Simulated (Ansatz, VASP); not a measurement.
## Two plane-wave programs on Si

Contents of INCAR:

```
SYSTEM = Si
PREC = Accurate
ENCUT = 520
EDIFF = 1E-6
ISMEAR = 0
SIGMA = 0.03
LREAL = .False.
LASPH = .True.
NELM = 100
ALGO = Normal
ISIF = 2
LWAVE = .False.
LCHARG = .False.
NBANDS = 16
```

File KPOINTS:

```
Automatic mesh
0
Gamma
  10 10 10
  0 0 0
```

The input POSCAR:

```
Si
1.0
   -3.3010168807      3.3010168807      1.9082539665
    3.3010168807     -3.3010168807      1.9082539665
    3.3010168807      3.3010168807     -1.9082539665
Si
4
Direct
    0.1540361511      0.1631242597      0.3486027666
    0.8277876316      0.8368757403      0.6332210162
    0.1879335462      0.8211545624      0.0090881086
    0.8302426710      0.1788454376      0.0090881086
```

Input for Ansatz:

```yaml
crystal:
  lattice:
    - [-3.3010168807, 3.3010168807, 1.9082539665]
    - [3.3010168807, -3.3010168807, 1.9082539665]
    - [3.3010168807, 3.3010168807, -1.9082539665]
  atoms:
    - { symbol: Si, position: [0.1540361511, 0.1631242597, 0.3486027666] }
    - { symbol: Si, position: [0.8277876316, 0.8368757403, 0.6332210162] }
    - { symbol: Si, position: [0.1879335462, 0.8211545624, 0.0090881086] }
    - { symbol: Si, position: [0.830242671, 0.1788454376, 0.0090881086] }
basis:
  ecutwfc: 420
kpoints:
  mp_grid: { grid: [10, 10, 10] }
hamiltonian:
  xc: lda
  pseudopotentials: { kind: paw, azcp: { folder: soft_1 } }
scf:
  occupations: { method: gaussian, width: 0.03 }
output:
  forces: true
  stress: true
  eigenvalues: true
```

Change from the starting cell: mode 7 frozen in at -0.060 Å and mode 10 at -0.060 Å (largest displacements).

Alike in both runs: task single point; functional LDA; k mesh 10 × 10 × 10; occupations gaussian, width 0.03 eV; no spin polarisation.

|  | VASP | Ansatz |
| --- | --- | --- |
| version | VASP 6.6.1 | Ansatz 0.2.0 |
| potentials or method | VASP PAW LDA potentials, release 64 (Si), cutoff 520 eV | scalar-relativistic, plane waves, PAW |
| valence electrons in the cell | 16 | 16 |

VASP gave:

```
gap on the k mesh at the Fermi level (eV)                     : none
pressure (GPa)                                                : 0.9
traceless stress, the component that is largest in VASP (GPa) : -1.84
rms of the force components (eV/Å)                            : 0.862
```

Q: Which values does Ansatz return?

A: gap on the k mesh at the Fermi level (eV): none; pressure (GPa): 0.9; traceless stress, the component that is largest in VASP (GPa): -1.83; rms of the force components (eV/Å): 0.861.

Ansatz warns that its potentials were made for another functional, while VASP's fit it. LDA's correlation is that of Perdew and Zunger in VASP and of Perdew and Wang (1992) in Ansatz. Atom by atom the forces differ by 0.002 eV/Å (rms over components). A gap of «none» marks a metal or a gap that the smearing closes.
